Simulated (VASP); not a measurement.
# AlCu3 (Fm-3m) in VASP: notebook

AlCu3 is run at these levels: r2SCAN; tasks: single point.

Everything below comes from runs of VASP 6.6.1. Logs are shortened: lines on timing, memory, paths and dates and some standing lists are left out, and cuts for length are marked.

## (1) The cell of the first run

It takes space group Fm-3m (No. 225, cubic). Conventional cell: a = 5.471 Å, b = 5.471 Å, c = 5.471 Å, α = 90.00°, β = 90.00°, γ = 90.00°. Al (site symmetry m-3m) has 14 Cu at 2.37 to 2.74 Å within 3.1 Å. Within 3.1 Å of Cu (site symmetry m-3m) lie 8 Cu at 2.37 Å and 6 Al at 2.74 Å. Within 3.1 Å of Cu (site symmetry -43m) lie 4 Al at 2.37 Å and 10 Cu at 2.37 to 2.74 Å.

## (2) Single point, r2SCAN

POSCAR

```
AlCu3
1.0
    0.0000000000      2.7357210776      2.7357210776
    2.7357210776      0.0000000000      2.7357210776
    2.7357210776      2.7357210776      0.0000000000
Al Cu
1 3
Direct
    0.0000000000      0.0000000000      0.0000000000
    0.5000000000      0.5000000000      0.5000000000
    0.2500000000      0.2500000000      0.2500000000
    0.7500000000      0.7500000000      0.7500000000
```

INCAR.step1

```
ALGO = Normal ; EDIFF = 1E-4
ENCUT = 520 ; GGA = PE
ISMEAR = 0 ; LASPH = T
LCHARG = F ; LREAL = F
LWAVE = T ; NBANDS = 26
NELM = 80 ; PREC = Accurate
SIGMA = 0.05
```

INCAR.step2

```
ALGO = Normal ; EDIFF = 1E-6
ENCUT = 520 ; ISIF = 2
ISMEAR = 0 ; ISTART = 1
LASPH = T ; LCHARG = T
LELF = T ; LMIXTAU = T
LREAL = F ; LVHAR = T
LWAVE = F ; METAGGA = R2SCAN
NBANDS = 26 ; NELM = 80
PREC = Accurate ; SIGMA = 0.05
```

KPOINTS

```
k-points
0
Gamma
  10 10 10
```

Potentials or basis: VASP PAW PBE potentials, release 64 (Al, Cu).

Started as:

```bash
> cat potpaw_PBE.64/Al/POTCAR potpaw_PBE.64/Cu/POTCAR > POTCAR
> cp INCAR.step1 INCAR
> mpirun -np 1 vasp_std > vasp.out
> cp INCAR.step2 INCAR
> mpirun -np 1 vasp_std > vasp.out
```

OUTCAR:

```text
EDIFF = 1E-6
   ENCUT = 520
   ISIF = 2
   ISMEAR = 0
   ISTART = 1
   LASPH = T
   LREAL = F
   METAGGA = R2SCAN
   NELM = 80
   PREC = Accurate

 ion  position               nearest neighbor table
   1  0.000  0.000  0.000-   4 2.37   4 2.37   3 2.37   3 2.37   4 2.37   3 2.37   4 2.37   3 2.37
                             2 2.74   2 2.74   2 2.74   2 2.74   2 2.74   2 2.74
   2  0.500  0.500  0.500-   3 2.37   3 2.37   4 2.37   4 2.37   4 2.37   4 2.37   3 2.37   3 2.37
                             1 2.74   1 2.74   1 2.74   1 2.74   1 2.74   1 2.74
   3  0.250  0.250  0.250-   1 2.37   1 2.37   2 2.37   2 2.37   2 2.37   2 2.37   1 2.37   1 2.37
                             4 2.74   4 2.74   4 2.74   4 2.74   4 2.74   4 2.74
   4  0.750  0.750  0.750-   2 2.37   2 2.37   1 2.37   1 2.37   2 2.37   1 2.37   2 2.37   1 2.37
                             3 2.74   3 2.74   3 2.74   3 2.74   3 2.74   3 2.74

  LATTYP: Found a face centered cubic cell.
 ALAT       =     5.4714421552

  Lattice vectors:

 A1 = (   0.0000000000,   2.7357210776,   2.7357210776)
 A2 = (   2.7357210776,   0.0000000000,   2.7357210776)
 A3 = (   2.7357210776,   2.7357210776,   0.0000000000)

Analysis of symmetry for initial positions (statically):
=====================================================================
 Subroutine PRICEL returns:
 Original cell was already a primitive cell.

 Routine SETGRP: Setting up the symmetry group for a
 face centered cubic supercell.

 Subroutine GETGRP returns: Found 48 space group operations
 (whereof 48 operations were pure point group operations)
 out of a pool of 48 trial point group operations.

The static configuration has the point symmetry O_h .

Analysis of symmetry for dynamics (positions and initial velocities):
=====================================================================
 Subroutine PRICEL returns:
 Original cell was already a primitive cell.

 Routine SETGRP: Setting up the symmetry group for a
 face centered cubic supercell.

 Subroutine GETGRP returns: Found 48 space group operations
 (whereof 48 operations were pure point group operations)
 out of a pool of 48 trial point group operations.

The dynamic configuration has the point symmetry O_h .

 Subroutine INISYM returns: Found 48 space group operations
 (whereof 48 operations are pure point group operations),
 and found     1 'primitive' translations

----------------------------------------------------------------------------------------

                                     Primitive cell

  volume of cell :      40.9492

  direct lattice vectors                    reciprocal lattice vectors
     0.000000000  2.735721078  2.735721078    -0.182767170  0.182767170  0.182767170
     2.735721078  0.000000000  2.735721078     0.182767170 -0.182767170  0.182767170
     2.735721078  2.735721078  0.000000000     0.182767170  0.182767170 -0.182767170

  length of vectors
     3.868893851  3.868893851  3.868893851     0.316562025  0.316562025  0.316562025

  position of ions in fractional coordinates (direct lattice)
     0.000000000  0.000000000  0.000000000
     0.500000000  0.500000000  0.500000000
     0.250000000  0.250000000  0.250000000
     0.750000000  0.750000000  0.750000000

  ion indices of the primitive-cell ions
   primitive index   ion index
                 1           1
                 2           2
                 3           3
                 4           4

----------------------------------------------------------------------------------------

 KPOINTS: k-points

Automatic generation of k-mesh.
 Grid dimensions read from file:
 generate k-points for:   10   10   10

 Generating k-lattice:

  Cartesian coordinates                     Fractional coordinates (reciprocal lattice)
    -0.018276717  0.018276717  0.018276717     0.100000000  0.000000000  0.000000000
     0.018276717 -0.018276717  0.018276717     0.000000000  0.100000000  0.000000000
     0.018276717  0.018276717 -0.018276717     0.000000000  0.000000000  0.100000000

  Length of vectors
     0.031656202  0.031656202  0.031656202

  Shift w.r.t. Gamma in fractional coordinates (k-lattice)
     0.000000000  0.000000000  0.000000000

 Subroutine IBZKPT returns following result:
 ===========================================

 Found     47 irreducible k-points:

 Following reciprocal coordinates:
            Coordinates               Weight
  0.000000  0.000000  0.000000      1.000000
  0.100000  0.000000  0.000000      8.000000
  0.200000  0.000000  0.000000      8.000000
  0.300000  0.000000  0.000000      8.000000
  0.400000  0.000000  0.000000      8.000000
  0.500000  0.000000  0.000000      4.000000
[... 16 lines left out ...]
  0.300000  0.300000  0.000000      6.000000
  0.400000  0.300000  0.000000     24.000000
 [... further k-points ...]
   k-points           NKPTS =     47   k-points in BZ     NKDIM =     47   number of bands    NBANDS=     26
   number of dos      NEDOS =    301   number of ions     NIONS =      4
   total plane-waves  NPLWV =  27000
   dimension x,y,z NGX =    30 NGY =   30 NGZ =   30
   dimension x,y,z NGXF=    60 NGYF=   60 NGZF=   60
   ions per type =               1   3
   NGX,Y,Z   is equivalent  to a cutoff of  12.89, 12.89, 12.89 a.u.
   NGXF,Y,Z  is equivalent  to a cutoff of  25.78, 25.78, 25.78 a.u.
 SYSTEM =  unknown system
   PREC   = accura    normal or accurate (medium, high low for compatibility)
   ISTART =      1    job   : 0-new  1-cont  2-samecut
   ICHARG =      0    charge: 1-file 2-atom 10-const
   ISPIN  =      1    spin polarized calculation?
   LNONCOLLINEAR =      F non collinear calculations
   LSORBIT =      F    spin-orbit coupling
   LASPH  =      T    aspherical Exc in radial PAW
   ENCUT  =  520.0 eV  38.22 Ry    6.18 a.u.   7.19  7.19  7.19*2*pi/ulx,y,z
   NELM   =     80;   NELMIN=  2; NELMDL=  0     # of ELM steps
   EDIFF  = 0.1E-05   stopping-criterion for ELM
   LREAL  =      F    real-space projection
   EDIFFG = 0.1E-04   stopping-criterion for IOM
   NSW    =      0    number of steps for IOM
   IBRION =     -1    ionic relax: 0-MD 1-quasi-New 2-CG
   NFREE  =      0    steps in history (QN), initial steepest desc. (CG)
   ISIF   =      2    stress and relaxation
   ISYM   =      2    0-nonsym 1-usesym 2-fastsym
   POTIM  = 0.5000    time-step for ionic-motion
   TEBEG  =    0.0;   TEEND  =   0.0 temperature during run
   PSTRESS=    0.0 pullay stress
   NELECT =      36.0000    total number of electrons
   NUPDOWN=      -1.0000    fix difference up-down
   EMIN   =  10.00;   EMAX   =-10.00  energy-range for DOS
   EFERMI =   0.00;   METHOD = LEGACY
   ISMEAR =     0;   SIGMA  =   0.05  broadening in eV -4-tet -1-fermi 0-gaus
   EFERMI_NEDOS =   21; number of points for ismear=-14 and -15
   IALGO  =     38    algorithm
   IMIX   =      4    mixing-type and parameters
     AMIX     =   0.40;   BMIX     =  1.00
     AMIX_MAG =   1.60;   BMIX_MAG =  1.00
  volume/ion in A,a.u.               =      10.24        69.08
  Fermi-wavevector in a.u.,A,eV,Ry     =   1.568293  2.963644 33.464110  2.459543
  Thomas-Fermi vector in A             =   2.670346
   LORBIT       =      0    0 simple, 1 ext, 2 COOP (PROOUT), +10 PAW based schemes
   METAGGA = R2SCAN    functional components
   LHFCALC =     F    Hartree Fock is set to
   AEXX    =    0.0000 exact exchange contribution
   IVDW    =     0    specifies the selected vdW correction
   LEPSILON=     F    determine dielectric tensor
   LRPA    =     F    only Hartree local field effects (RPA)
 non-spin polarized calculation
 Gauss-broadening in eV      SIGMA  =   0.05
  energy-cutoff  :      520.00
  volume of cell :       40.95
 maximum number of plane-waves:      1117
 NGX is ok and might be reduce to    30
   NGX = 15   NGY = 15   NGZ = 15

 number of electron      35.9999979 magnetization

 Free energy of the ion-electron system (eV)
  ---------------------------------------------------
  ext. energy  EPLUGINS =         0.00000000
  ---------------------------------------------------
  free energy    TOTEN  =       -39.20661933 eV

  energy without entropy =      -39.20460446  energy(sigma->0) =      -39.20561190

 E-fermi :  10.8320     XC(G=0): -14.3519

 val. band max:       10.8153846161   @ k =   0.4000   0.2000   0.1000
 cond. band min:      10.8736409627   @ k =   0.4000   0.2000   0.0000
 fundamental gap:      0.0582563467
 Fermi energy:        10.8320360747

 k-point     1 :       0.0000    0.0000    0.0000
  band No.  band energies     occupation
      1      -1.7260      2.00000
      2       4.8201      2.00000
      3       4.8201      2.00000
      4       5.0339      2.00000
      5       5.0340      2.00000
      6       5.0340      2.00000
[... 18 lines left out ...]
     25      18.7097      0.00000
     26      18.7097      0.00000

 k-point     2 :       0.1000    0.0000    0.0000
  band No.  band energies     occupation
      1      -1.5628      2.00000
      2       4.8013      2.00000
      3       4.8013      2.00000
      4       4.9754      2.00000
      5       5.1315      2.00000
      6       5.1316      2.00000
[... 18 lines left out ...]
     25      18.3435      0.00000
     26      19.2825      0.00000

 k-point     3 :       0.2000    0.0000    0.0000
  band No.  band energies     occupation
      1      -1.0793      2.00000
      2       4.7943      2.00000
      3       4.8165      2.00000
      4       4.8165      2.00000
      5       5.3319      2.00000
      6       5.3319      2.00000
[... 18 lines left out ...]
     25      18.2933      0.00000
     26      20.4619      0.00000

 k-point     4 :       0.3000    0.0000    0.0000
  band No.  band energies     occupation
      1      -0.2953      2.00000
      2       4.3126      2.00000
      3       4.8911      2.00000
      4       4.8911      2.00000
      5       5.5421      2.00000
      6       5.5422      2.00000
[... 18 lines left out ...]
     25      19.6381      0.00000
     26      22.0494      0.00000
[... 496 lines left out ...]
      1      -0.0434      2.00000
      2       4.3349      2.00000
      3       4.8587      2.00000
      4       5.1994      2.00000
      5       5.2071      2.00000
      6       5.6684      2.00000
[... 18 lines left out ...]
     25      21.1659      0.00000
     26      23.5730      0.00000

 k-point    23 :       0.3000    0.3000    0.0000
  band No.  band energies     occupation
      1       0.1581      2.00000
      2       3.9553      2.00000
      3       5.1166      2.00000
      4       5.1836      2.00000
      5       5.3872      2.00000
      6       5.5421      2.00000
[... 18 lines left out ...]
     25      23.7068      0.00000
     26      23.7202      0.00000

 k-point    24 :       0.4000    0.3000    0.0000
  band No.  band energies     occupation
      1       0.8828      2.00000
      2       3.7745      2.00000
      3       4.8234      2.00000
      4       5.0706      2.00000
      5       5.5286      2.00000
      6       5.6496      2.00000
[... 18 lines left out ...]
     25      23.7242      0.00000
     26      25.5978      0.00000

 [... further k-points ...]
[... 5 lines left out ...]
  --------------------------------------------------------------------------------------
  -------------------------------------------------------------------------------------
  Total        9.4441858      9.4441858      9.4441858     -0.0000000     -0.0000000      0.0000000
  in kB      369.5129460    369.5129460    369.5129460     -0.0000000     -0.0000000      0.0000000
  external PRESSURE =     369.5129460 kB  Pullay stress =       0.0000000 kB

 VOLUME and BASIS-vectors are now :
 -----------------------------------------------------------------------------
  energy-cutoff  :      520.00
  volume of cell :       40.95
      direct lattice vectors                 reciprocal lattice vectors
     0.000000000  2.735721078  2.735721078    -0.182767170  0.182767170  0.182767170
     2.735721078  0.000000000  2.735721078     0.182767170 -0.182767170  0.182767170
     2.735721078  2.735721078  0.000000000     0.182767170  0.182767170 -0.182767170

 POSITION                                       TOTAL-FORCE (eV/Angst)
 -----------------------------------------------------------------------------------
      0.00000      0.00000      0.00000         0.000000     -0.000000      0.000000
      2.73572      2.73572      2.73572         0.000000     -0.000000      0.000000
      1.36786      1.36786      1.36786        -0.000000     -0.000000      0.000000
      4.10358      4.10358      4.10358         0.000000      0.000000     -0.000000
 -----------------------------------------------------------------------------------
    total drift:                                0.000000     -0.000000      0.000000

  FREE ENERGIE OF THE ION-ELECTRON SYSTEM (eV)
  ---------------------------------------------------
  free  energy   TOTEN  =       -39.2066193339 eV

  energy  without entropy=      -39.2046044580  energy(sigma->0) =      -39.20561190
```

Run time: 2.1 min. Hardware: 1 thread of Intel Xeon 6975P-C (Granite Rapids), shared host; peak memory 0.19 GiB.

What came out:

```yaml
Free_energy: -39.2066 eV
Pressure: 37.0 GPa
Band_gap_on_the_k_mesh: zero (band 18 reaches 14.87 eV, above the bottom of band 19 at 8.35 eV)
```

Levels at points of the mesh, in eV from the Fermi level:
```tsv
k point	band 16	band 17	band 18	band 19	band 20	band 21
(0.00, 0.00, 0.00)	-3.05	4.04	4.04	4.04	4.88	4.88
(0.50, 0.00, 0.00)	-2.97	-2.60	2.81	2.81	3.44	3.44
(0.50, 0.50, 0.00)	-2.86	-2.86	-2.78	-2.48	2.55	3.29
```

Caveat: the PAW data sets were made with another functional, which shifts forces and pressure a little.

## (3) Single point, r2SCAN

This run uses another cell than the first one, of 12.04 Å³/atom, 1.176 times its volume.

POSCAR

```
AlCu3
1.0
    0.0000000000      2.8880109880      2.8880109880
    2.8880109880      0.0000000000      2.8880109880
    2.8880109880      2.8880109880      0.0000000000
Al Cu
1 3
Direct
    0.0000000000      0.0000000000      0.0000000000
    0.5000000000      0.5000000000      0.5000000000
    0.2500000000      0.2500000000      0.2500000000
    0.7500000000      0.7500000000      0.7500000000
```

INCAR.step1

```
  PREC = Accurate
  ENCUT = 520
  ISMEAR = 0
  SIGMA = 0.05
  LREAL = False
  LASPH = True
  NELM = 80
  NBANDS = 26
  GGA = PE
  ALGO = Normal
  EDIFF = 1E-4
  LWAVE = True
  LCHARG = False
```

INCAR.step2

```
  PREC = Accurate
  ENCUT = 520
  EDIFF = 1E-7
  ISMEAR = 0
  SIGMA = 0.05
  LREAL = False
  LASPH = True
  NELM = 80
  ALGO = Normal
  ISIF = 2
  LWAVE = False
  LCHARG = False
  METAGGA = R2SCAN
  LMIXTAU = True
  NBANDS = 26
  ISTART = 1
```

KPOINTS

```
regular mesh
0
Gamma
  10 10 10
```

Potentials or basis: VASP PAW PBE potentials, release 64 (Al, Cu).

Started as:

```bash
> cat potpaw_PBE.64/Al/POTCAR potpaw_PBE.64/Cu/POTCAR > POTCAR
> cp INCAR.step1 INCAR
> mpirun -np 1 vasp_std > vasp.out
> cp INCAR.step2 INCAR
> mpirun -np 1 vasp_std > vasp.out
```

Wall time 2.9 min (1 thread of Intel Xeon 6975P-C (Granite Rapids), shared host); peak memory 0.19 GiB.

Results (log left out):

| Quantity | Value |
| --- | --- |
| Free energy | -39.9467 eV |
| Pressure | 0.7 GPa |
| Band gap on the k mesh | zero (band 18 reaches 12.41 eV, above the bottom of band 19 at 6.32 eV) |

Levels at points of the mesh, in eV from the Fermi level:
| k point | band 14 | band 15 | band 16 | band 17 | band 18 | band 19 | band 20 | band 21 | band 22 | band 23 |
| --- | --- | --- | --- | --- | --- | --- | --- | --- | --- | --- |
| (0.00, 0.00, 0.00) | -2.79 | -2.66 | -2.66 | 3.84 | 3.84 | 3.84 | 4.26 | 4.26 | 4.26 | 5.84 |
| (0.50, 0.00, 0.00) | -2.77 | -2.60 | -2.60 | -2.31 | 2.73 | 2.73 | 2.96 | 2.96 | 4.00 | 5.95 |
| (0.50, 0.50, 0.00) | -2.51 | -2.51 | -2.46 | -2.34 | -2.34 | -2.26 | 2.08 | 2.51 | 11.42 | 11.42 |

Caveat: the PAW data sets were made with another functional, which shifts forces and pressure a little.

## (4) Single point, r2SCAN

This run uses another cell than the first one, of 12.04 Å³/atom, 1.176 times its volume.

POSCAR is that of step 3.

INCAR.step1

```
SYSTEM = AlCu3
PREC = Accurate
ENCUT = 520
ISMEAR = 0
SIGMA = 0.05
LREAL = .False.
LASPH = .True.
NELM = 60
NBANDS = 26
GGA = PE
ALGO = Normal
EDIFF = 1E-4
LWAVE = .True.
LCHARG = .False.
```

INCAR.step2

```
SYSTEM = AlCu3
PREC = Accurate
ENCUT = 520
EDIFF = 1E-6
ISMEAR = 0
SIGMA = 0.05
LREAL = .False.
LASPH = .True.
NELM = 60
ALGO = Normal
ISIF = 2
LWAVE = .False.
LCHARG = .False.
METAGGA = R2SCAN
LMIXTAU = .True.
NBANDS = 26
ISTART = 1
```

KPOINTS

```
regular mesh
0
Gamma
  10 10 10
  0 0 0
```

Started as:

```bash
> cat potpaw_PBE.64/Al/POTCAR potpaw_PBE.64/Cu/POTCAR > POTCAR
> cp INCAR.step1 INCAR
> mpirun -np 1 vasp_std > vasp.out
> cp INCAR.step2 INCAR
> mpirun -np 1 vasp_std > vasp.out
```

It took 2.7 min on 1 thread of Intel Xeon 6975P-C (Granite Rapids), shared host; peak memory 0.19 GiB.

Results (log left out):

```yaml
Free_energy: -39.9467 eV
Pressure: 0.7 GPa
Band_gap_on_the_k_mesh: zero (band 18 reaches 12.41 eV, above the bottom of band 19 at 6.32 eV)
```

Levels at points of the mesh, in eV from the Fermi level:
| k point | band 14 | band 15 | band 16 | band 17 | band 18 | band 19 | band 20 | band 21 | band 22 | band 23 |
| --- | --- | --- | --- | --- | --- | --- | --- | --- | --- | --- |
| (0.00, 0.00, 0.00) | -2.79 | -2.66 | -2.66 | 3.84 | 3.84 | 3.84 | 4.26 | 4.26 | 4.26 | 5.84 |
| (0.50, 0.00, 0.00) | -2.77 | -2.60 | -2.60 | -2.31 | 2.73 | 2.73 | 2.96 | 2.96 | 4.00 | 5.95 |
| (0.50, 0.50, 0.00) | -2.51 | -2.51 | -2.46 | -2.34 | -2.34 | -2.26 | 2.08 | 2.51 | 11.42 | 11.42 |

Caveat: the PAW data sets were made with another functional, which shifts forces and pressure a little.
